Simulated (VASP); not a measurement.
# Si (Fd-3m) in VASP: G0W0 quasiparticle levels with PBE

Aim: the G0W0 quasiparticle levels of Si with PBE.

All numbers are computed with VASP 6.6.1; they aren't measurements. Logs are shortened: lines on timing, memory, paths and dates and some standing lists are left out, and cuts for length are marked.

### Step 1. The cell of the first run

The structure is cubic, space group Fd-3m (No. 227). The conventional cell has a = 5.444 Å, b = 5.444 Å, c = 5.444 Å, α = 90.00°, β = 90.00°, γ = 90.00°. Si (site symmetry -43m) has 4 Si at 2.36 Å within 3.1 Å.

### Step 2. G0W0 quasiparticle levels, PBE

The input, POSCAR:

```
Si
1.0
    0.0000000000      2.7221188958      2.7221188958
    2.7221188958      0.0000000000      2.7221188958
    2.7221188958      2.7221188958      0.0000000000
Si
2
Direct
    0.0000000000      0.0000000000      0.0000000000
    0.2500000000      0.2500000000      0.2500000000
```

The input, INCAR.step1:

```
SYSTEM = Si
ALGO = Normal ; EDIFF = 1E-8
ENCUT = 500 ; GGA = PE
ISMEAR = 0 ; LASPH = .True.
LCHARG = .False. ; LREAL = .False.
LWAVE = .True. ; NELM = 60
PREC = Accurate ; SIGMA = 0.01
```

The input, INCAR.step2:

```
SYSTEM = Si
ALGO = Exact ; EDIFF = 1E-8
ENCUT = 500 ; GGA = PE
ISMEAR = 0 ; ISTART = 1
LASPH = .True. ; LCHARG = .False.
LOPTICS = .True. ; LREAL = .False.
LWAVE = .True. ; NBANDS = 69
NELM = 1 ; PREC = Accurate
SIGMA = 0.01
```

The input, INCAR.step3:

```
SYSTEM = Si
ALGO = EVGW0 ; EDIFF = 1E-8
ENCUT = 500 ; ENCUTGW = 80.0
GGA = PE ; ISMEAR = 0
ISTART = 1 ; LASPH = .True.
LCHARG = .False. ; LREAL = .False.
LWAVE = .False. ; NBANDS = 69
NBANDSGW = 12 ; NELMGW = 1
NOMEGA = 48 ; PREC = Accurate
PRECFOCK = Fast ; SIGMA = 0.01
```

The input, KPOINTS:

```
k-points
0
Gamma
  6 6 6
  0 0 0
```

Potentials or basis: VASP PAW PBE potentials, release 64 (Si_GW).

Command:

```sh
> cat potpaw_PBE.64/Si_GW/POTCAR > POTCAR
> cp INCAR.step1 INCAR
> mpirun -np 1 vasp_std > vasp.out
> cp INCAR.step2 INCAR
> mpirun -np 1 vasp_std > vasp.out
> cp INCAR.step3 INCAR
> mpirun -np 1 vasp_std > vasp.out
```

OUTCAR:

```text
SYSTEM = Si
   EDIFF = 1E-8
   ENCUT = 500
   ENCUTGW = 80.0
   GGA = PE
   ISMEAR = 0
   ISTART = 1
   LASPH = .True.
   LREAL = .False.
   NELMGW = 1
   PREC = Accurate
   PRECFOCK = Fast

 ion  position               nearest neighbor table
   1  0.000  0.000  0.000-   2 2.36   2 2.36   2 2.36   2 2.36
   2  0.250  0.250  0.250-   1 2.36   1 2.36   1 2.36   1 2.36

  LATTYP: Found a face centered cubic cell.
 ALAT       =     5.4442377916

  Lattice vectors:

 A1 = (   0.0000000000,   2.7221188958,   2.7221188958)
 A2 = (   2.7221188958,   0.0000000000,   2.7221188958)
 A3 = (   2.7221188958,   2.7221188958,   0.0000000000)

Analysis of symmetry for initial positions (statically):
=====================================================================
 Subroutine PRICEL returns:
 Original cell was already a primitive cell.

 Routine SETGRP: Setting up the symmetry group for a
 face centered cubic supercell.

 Subroutine GETGRP returns: Found 48 space group operations
 (whereof 24 operations were pure point group operations)
 out of a pool of 48 trial point group operations.

The static configuration has the point symmetry T_d .
 The point group associated with its full space group is O_h .

Analysis of symmetry for dynamics (positions and initial velocities):
=====================================================================
 Subroutine PRICEL returns:
 Original cell was already a primitive cell.

 Routine SETGRP: Setting up the symmetry group for a
 face centered cubic supercell.

 Subroutine GETGRP returns: Found 48 space group operations
 (whereof 24 operations were pure point group operations)
 out of a pool of 48 trial point group operations.

The dynamic configuration has the point symmetry T_d .
 The point group associated with its full space group is O_h .

 Subroutine INISYM returns: Found 48 space group operations
 (whereof 24 operations are pure point group operations),
 and found     1 'primitive' translations

----------------------------------------------------------------------------------------

                                     Primitive cell

  volume of cell :      40.3414

  direct lattice vectors                    reciprocal lattice vectors
     0.000000000  2.722118896  2.722118896    -0.183680441  0.183680441  0.183680441
     2.722118896  0.000000000  2.722118896     0.183680441 -0.183680441  0.183680441
     2.722118896  2.722118896  0.000000000     0.183680441  0.183680441 -0.183680441

  length of vectors
     3.849657461  3.849657461  3.849657461     0.318143857  0.318143857  0.318143857

  position of ions in fractional coordinates (direct lattice)
     0.000000000  0.000000000  0.000000000
     0.250000000  0.250000000  0.250000000

  ion indices of the primitive-cell ions
   primitive index   ion index
                 1           1
                 2           2

----------------------------------------------------------------------------------------

 KPOINTS: k-points

Automatic generation of k-mesh.
 Grid dimensions read from file:
 generate k-points for:    6    6    6

 Generating k-lattice:

  Cartesian coordinates                     Fractional coordinates (reciprocal lattice)
    -0.030613407  0.030613407  0.030613407     0.166666667  0.000000000  0.000000000
     0.030613407 -0.030613407  0.030613407     0.000000000  0.166666667  0.000000000
     0.030613407  0.030613407 -0.030613407     0.000000000  0.000000000  0.166666667

  Length of vectors
     0.053023976  0.053023976  0.053023976

  Shift w.r.t. Gamma in fractional coordinates (k-lattice)
     0.000000000  0.000000000  0.000000000

 Subroutine IBZKPT returns following result:
 ===========================================

 Found     16 irreducible k-points:

 Following reciprocal coordinates:
            Coordinates               Weight
  0.000000  0.000000  0.000000      1.000000
  0.166667  0.000000  0.000000      8.000000
  0.333333  0.000000  0.000000      8.000000
  0.500000  0.000000  0.000000      4.000000
  0.166667  0.166667  0.000000      6.000000
  0.333333  0.166667  0.000000     24.000000
[... 8 lines left out ...]
 -0.333333  0.333333  0.166667     24.000000
 -0.333333  0.500000  0.166667     12.000000
   k-points           NKPTS =     16   k-points in BZ     NKDIM =    216   number of bands    NBANDS=     69
   number of dos      NEDOS =    301   number of ions     NIONS =      2
   total plane-waves  NPLWV =  21952
   dimension x,y,z NGX =    28 NGY =   28 NGZ =   28
   dimension x,y,z NGXF=    56 NGYF=   56 NGZF=   56
   ions per type =               2
   NGX,Y,Z   is equivalent  to a cutoff of  12.09, 12.09, 12.09 a.u.
   NGXF,Y,Z  is equivalent  to a cutoff of  24.18, 24.18, 24.18 a.u.
 SYSTEM =  Si
   PREC   = accura    normal or accurate (medium, high low for compatibility)
   ISTART =      1    job   : 0-new  1-cont  2-samecut
   ICHARG =      0    charge: 1-file 2-atom 10-const
   ISPIN  =      1    spin polarized calculation?
   LNONCOLLINEAR =      F non collinear calculations
   LSORBIT =      F    spin-orbit coupling
   LASPH  =      T    aspherical Exc in radial PAW
   ENCUT  =  500.0 eV  36.75 Ry    6.06 a.u.   7.02  7.02  7.02*2*pi/ulx,y,z
   NELM   =     60;   NELMIN=  2; NELMDL=  0     # of ELM steps
   EDIFF  = 0.1E-07   stopping-criterion for ELM
   LREAL  =      F    real-space projection
   EDIFFG = 0.1E-06   stopping-criterion for IOM
   NSW    =      0    number of steps for IOM
   IBRION =     -1    ionic relax: 0-MD 1-quasi-New 2-CG
   NFREE  =      0    steps in history (QN), initial steepest desc. (CG)
   ISIF   =      0    stress and relaxation
   ISYM   =      3    0-nonsym 1-usesym 2-fastsym
   POTIM  = 0.5000    time-step for ionic-motion
   TEBEG  =    0.0;   TEEND  =   0.0 temperature during run
   PSTRESS=    0.0 pullay stress
   NELECT =       8.0000    total number of electrons
   NUPDOWN=      -1.0000    fix difference up-down
   EMIN   =  10.00;   EMAX   =-10.00  energy-range for DOS
   EFERMI =   0.00;   METHOD = LEGACY
   ISMEAR =     0;   SIGMA  =   0.01  broadening in eV -4-tet -1-fermi 0-gaus
   EFERMI_NEDOS =   21; number of points for ismear=-14 and -15
   IALGO  =     38    algorithm
   IMIX   =      4    mixing-type and parameters
     AMIX     =   0.40;   BMIX     =  1.00
     AMIX_MAG =   1.60;   BMIX_MAG =  1.00
  volume/ion in A,a.u.               =      20.17       136.12
  Fermi-wavevector in a.u.,A,eV,Ry     =   0.954672  1.804069 12.400344  0.911400
  Thomas-Fermi vector in A             =   2.083440
   LORBIT       =      0    0 simple, 1 ext, 2 COOP (PROOUT), +10 PAW based schemes
   GGA     = PE    functional components
   LHFCALC =     T    Hartree Fock is set to
   PRECFOCK=fast      Normal, Fast or Accurate (Low or Medium for compatibility)
   ENCUT4O =  -1.0   cutoff for four orbital integrals eV
   NKREDX  =     1    reduce k-point grid by
   NKREDY  =     1    reduce k-point grid by
   NKREDZ  =     1    reduce k-point grid by
   AEXX    =    1.0000 exact exchange contribution
   HFSCREEN=    0.0000 screening length (either q_TF or 0.3 A-1)
   HFSCREENC=   0.0000 screening length for correlation (either q_TF or 0.3 A-1)
   ENCUTFOCK=  -1.0 apply spherical cutoff to Coloumb kernel
   IVDW    =     0    specifies the selected vdW correction
   LEPSILON=     F    determine dielectric tensor
   LRPA    =     F    only Hartree local field effects (RPA)
   LRPAFORCE           =     F    calculate RPA forces
   ENCUTGW             =  80.0    cutoff for response function in eV
   ENCUTGWSOFT         =  64.0    soft cutoff for Coulomb kernel in GW response function in eV
   ENCUTLF             =  -1.0    cutoff for local field effects
   NELMGW              =     1    number of iterations in solving QP/BSE equation
   NELMHF              =     1    number of iterations in the inner HF iteration
   NKREDLFX            =     1    NKREDLFY  =   1   NKREDLFZ  =   1
 non-spin polarized calculation
 Gauss-broadening in eV      SIGMA  =   0.01
  energy-cutoff  :      500.00
  volume of cell :       40.34
 maximum number of plane-waves:      1034
  NGX = 16; NGY = 16; NGZ = 16
   NGX = 13   NGY = 13   NGZ = 13
 maximum number of plane-waves:        72
 NGX is ok and might be reduce to    14

 QP shifts <psi_nk| G(iteration)W_0 |psi_nk>: iteration 1
 for sc-GW calculations column KS-energies equals QP-energies in previous step
 and V_xc(KS)=  KS-energies - (<T + V_ion + V_H > + <T+V_H+V_ion>^1  + <V_x>^1)

 k-point   1 :       0.0000    0.0000    0.0000
  band No.  KS-energies  QP-energies   sigma(KS)   V_xc(KS)     V^pw_x(r,r')   Z            occupation Imag(sigma)

      1      -6.5145      -6.8170     -10.9114     -10.4433     -17.4855       0.6463       2.0000       1.1935
      2       5.3979       5.1339     -11.7383     -11.3889     -12.7043       0.7558       2.0000       0.0769
      3       5.3979       5.1339     -11.7383     -11.3889     -12.7043       0.7558       2.0000       0.0769
      4       5.3979       5.1339     -11.7383     -11.3889     -12.7043       0.7558       2.0000       0.0769
      5       7.9540       8.2434      -9.7063     -10.0911      -5.7143       0.7519       0.0000      -0.0634
      6       7.9540       8.2434      -9.7063     -10.0911      -5.7143       0.7519       0.0000      -0.0634
      7       7.9540       8.2434      -9.7063     -10.0911      -5.7143       0.7519       0.0000      -0.0634
      8       8.6726       9.1257     -10.4470     -11.0546      -6.0931       0.7457       0.0000      -0.0700
      9      13.1149      13.4849      -9.4867      -9.9886      -4.2073       0.7373       0.0000      -0.2314
     10      13.1149      13.4849      -9.4867      -9.9886      -4.2073       0.7373       0.0000      -0.2314
     11      13.3241      13.2193      -7.8952      -7.7578      -2.6687       0.7626       0.0000      -0.2913
     12      16.6200      16.6552      -8.2930      -8.3400      -2.2709       0.7480       0.0000      -0.6352

 k-point   2 :       0.1667    0.0000    0.0000
  band No.  KS-energies  QP-energies   sigma(KS)   V_xc(KS)     V^pw_x(r,r')   Z            occupation Imag(sigma)
[... 225 lines left out ...]
      1      -2.2798      -2.5894     -11.3868     -10.9400     -16.0402       0.6929       2.0000       0.5726
      2      -2.2798      -2.5894     -11.3868     -10.9400     -16.0402       0.6929       2.0000       0.5726
      3       1.7805       1.3544     -10.7135     -10.1232     -12.9336       0.7217       2.0000       0.1335
      4       1.7805       1.3544     -10.7135     -10.1232     -12.9336       0.7217       2.0000       0.1335
      5       8.1456       8.3305      -9.2883      -9.5330      -5.1776       0.7558       0.0000      -0.0685
      6       8.1456       8.3305      -9.2883      -9.5330      -5.1776       0.7558       0.0000      -0.0685
      7      12.1316      12.4158      -9.7507     -10.1395      -4.3476       0.7309       0.0000      -0.2470
      8      12.1316      12.4158      -9.7507     -10.1395      -4.3476       0.7309       0.0000      -0.2470
      9      15.9228      16.2580     -10.2082     -10.6708      -3.8596       0.7246       0.0000      -0.5722
     10      15.9228      16.2580     -10.2082     -10.6708      -3.8596       0.7246       0.0000      -0.5722
     11      18.2898      18.6144      -9.9372     -10.3828      -3.3658       0.7284       0.0000      -0.7609
     12      18.2898      18.6144      -9.9372     -10.3828      -3.3658       0.7284       0.0000      -0.7609
```

Run time: 4.1 min. Hardware: 1 thread of Intel Xeon Platinum 8488C (Sapphire Rapids), shared host; peak memory 0.5 GiB.

Results:

| Item | Value |
| --- | --- |
| Quasiparticle gap | 1.09 eV |
| Least direct quasiparticle gap | 3.11 eV |
| Band gap of the starting levels on the mesh | 0.72 eV |
| Least direct gap of the starting levels on the mesh | 2.56 eV |

Caveat: bands, screening cutoff and mesh are small and nothing is extrapolated, so the quasiparticle values aren't converged.
